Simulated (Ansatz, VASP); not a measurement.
**One calculation of BAs, two programs**

```xyz
2
Lattice="0.0000 2.3138 2.5452 2.3138 0.0000 2.5452 2.3138 2.3138 0.0000" Properties=species:S:1:pos:R:3 pbc="T T T"
B     0.0000    0.0000    0.0000
As    3.4707    3.4707    3.8178
```

Alike in both runs: task single point; functional PBEsol; k mesh 12 × 12 × 12; occupations gaussian, width 0.05 eV; no spin polarisation.

|  | VASP | Ansatz |
| --- | --- | --- |
| version | VASP 6.6.1 | Ansatz 0.2.0 |
| potentials or method | VASP PAW PBE potentials, release 64 (B, As), cutoff 520 eV | scalar-relativistic, plane waves, PAW |
| valence electrons in the cell | 8 | 18 |

|  | VASP | Ansatz | Ansatz less VASP |
| --- | --- | --- | --- |
| gap on the k mesh at the Fermi level (eV) | 0.36 | 0.37 | +0.009 |
| least direct gap on the mesh (eV) | 2.76 | 2.76 | +0.003 |
| pressure (GPa) | 0.0 | -0.8 | -0.84 |
| traceless stress, the component that is largest in VASP (GPa) | -14.80 | -14.87 | -0.070 |

VASP's potentials were made for PBE, not for PBEsol. VASP's potentials hold 8 valence electrons a cell and Ansatz's 18, so a difference there can come from the potentials and not from the codes.
